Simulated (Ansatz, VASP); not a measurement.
Ge in VASP and in Ansatz

```
Ge
1.0
     0.00000    2.88574    5.11566
     2.63050    0.00000    5.11566
     2.63050    2.88574    0.00000
Ge
4
Cartesian
  2.6305 4.1929 5.1157
  2.6305 1.5786 5.1157
  2.6305 2.8857 2.2318
  2.6305 2.8857 7.9995
```

Alike in both runs: functional LDA; k mesh 7 × 7 × 7; occupations fermi-dirac, width 0.05 eV; no spin polarisation.

|  | VASP | Ansatz |
| --- | --- | --- |
| version | VASP 6.6.1 | Ansatz 0.2.0 |
| potentials or method | VASP PAW LDA potentials, release 64 (Ge_d) | Ansatz PAW |
| plane-wave cutoff (eV) | 520 | 420 |
| valence electrons in the cell | 56 | 56 |
| task | single point | band structure |

```tsv
	VASP	Ansatz	Ansatz less VASP
gap on the k mesh at the Fermi level (eV)	none	none	-
pressure (GPa)	-5.2	-5.1	+0.05
traceless stress, the component that is largest in VASP (GPa)	-0.64	-0.64	-0.008
rms of the force components (eV/Å)	0.018	0.018	+0.0006
```

LDA's correlation is that of Perdew and Zunger in VASP and of Perdew and Wang (1992) in Ansatz. Atom by atom the forces differ by 0.001 eV/Å (rms over components). A gap of «none» marks a metal or a gap that the smearing closes.
